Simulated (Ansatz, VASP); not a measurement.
TiSi2: VASP beside Ansatz

File INCAR:

```
SYSTEM = TiSi2
ALGO = Normal
EDIFF = 1E-6
ENCUT = 520
GGA = CA
ISIF = 2
ISMEAR = -1
LASPH = .True.
LCHARG = .True.
LELF = .True.
LREAL = .False.
LVHAR = .True.
LWAVE = .False.
NBANDS = 29
NELM = 100
PREC = Accurate
SIGMA = 0.05
```

KPOINTS

```
k-points
0
Gamma
  8 8 8
  0 0 0
```

POSCAR

```
TiSi2
1.0
    1.7651050250     -6.7592815350      0.0000000000
    1.7651050250      6.7592815350      0.0000000000
    0.0000000000      0.0000000000      3.5651739700
Ti Si
2 4
Direct
    0.1031180800      0.8968819200      0.2500000000
    0.8968819200      0.1031180800      0.7500000000
    0.7503148200      0.2496851800      0.2500000000
    0.2496851800      0.7503148200      0.7500000000
    0.4417485500      0.5582514500      0.2500000000
    0.5582514500      0.4417485500      0.7500000000
```

The input input.yaml:

```yaml
crystal:
  lattice:
    - [1.765105025, -6.759281535, 0.0]
    - [1.765105025, 6.759281535, 0.0]
    - [0.0, 0.0, 3.56517397]
  atoms:
    - { symbol: Ti, position: [0.10311808, 0.89688192, 0.25] }
    - { symbol: Ti, position: [0.89688192, 0.10311808, 0.75] }
    - { symbol: Si, position: [0.75031482, 0.24968518, 0.25] }
    - { symbol: Si, position: [0.24968518, 0.75031482, 0.75] }
    - { symbol: Si, position: [0.44174855, 0.55825145, 0.25] }
    - { symbol: Si, position: [0.55825145, 0.44174855, 0.75] }
kpoints:
  mp_grid: { grid: [8, 8, 8] }
  band_path:
    path:
      - [0.0, 0.0, 0.0]
      - [0.2670482592, 0.2670482592, 0.0]
      - [0.0, 0.5, 0.0]
      - [0.0, 0.5, 0.5]
      - [0.2670482592, 0.2670482592, 0.5]
      - [0.0, 0.0, 0.5]
      - [0.0, 0.0, 0.0]
      - [-0.5, 0.5, 0.0]
    npoints: 8
scf:
  occupations: { method: fermi_dirac, width: 0.05 }
hamiltonian:
  xc: lda
  pseudopotentials: { kind: all_electron, lapw: { basis_error: 0.002 } }
output:
  forces: true
  stress: true
  eigenvalues: true
```

Alike in both runs: functional LDA; k mesh 8 × 8 × 8; occupations fermi-dirac, width 0.05 eV; no spin polarisation.

|  | VASP | Ansatz |
| --- | --- | --- |
| version | VASP 6.6.1 | Ansatz 0.2.0 |
| potentials or method | VASP PAW LDA potentials, release 64 (Ti_sv, Si), cutoff 520 eV | all-electron LAPW, scalar-relativistic |
| task | single point | band structure |

|  | VASP | Ansatz | Ansatz less VASP |
| --- | --- | --- | --- |
| gap on the k mesh at the Fermi level (eV) | none | none | - |
| pressure (GPa) | -5.3 | -5.4 | -0.13 |
| traceless stress, the component that is largest in VASP (GPa) | -0.26 | -0.27 | -0.009 |
| rms of the force components (eV/Å) | 0.038 | 0.039 | +0.0010 |

LDA's correlation is that of Perdew and Zunger in VASP and of Perdew and Wang (1992) in Ansatz. Atom by atom the forces differ by 0.001 eV/Å (rms over components). A gap of «none» marks a metal or a gap that the smearing closes. Ansatz ran all-electron here, and VASP with PAW potentials.
